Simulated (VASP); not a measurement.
The system is Ti3Se.

```
Se Ti
1.0
     3.21862    0.00000    0.00000
    -1.60931    2.78741    0.00000
     0.00000    0.00000    7.99535
Se Ti
1 3
Cartesian
  0.0000 0.0000 0.0000
  1.6093 0.9291 3.9977
  0.0000 1.8583 6.1796
  0.0000 1.8583 1.8157
```

This cell differs from its parent crystal: volume scaled by 1.02.

Base run:

* Program: VASP 6.6.1
* Functional: PBEsol
* Potentials or basis: VASP PAW PBE potentials, release 64 (Se, Ti_sv)
* Cutoff: 520 eV
* k mesh: 10 × 10 × 4
* Occupations: fermi-dirac, width 0.05 eV
* Spin: no spin polarisation

Its results: band gap on the k mesh zero (band 21 reaches 8.11 eV, above the bottom of band 22 at 7.55 eV); pressure -6.3 GPa; largest force 0.127 eV/Å.

The run is repeated on the same cell with these changes: functional from PBEsol to r2SCAN. What comes out?

Band gap on the k mesh zero (band 21 reaches 8.37 eV, above the bottom of band 22 at 7.73 eV); pressure -2.6 GPa; largest force 0.104 eV/Å.

Caveats: the PAW data sets were made with another functional, which shifts forces and pressure a little.
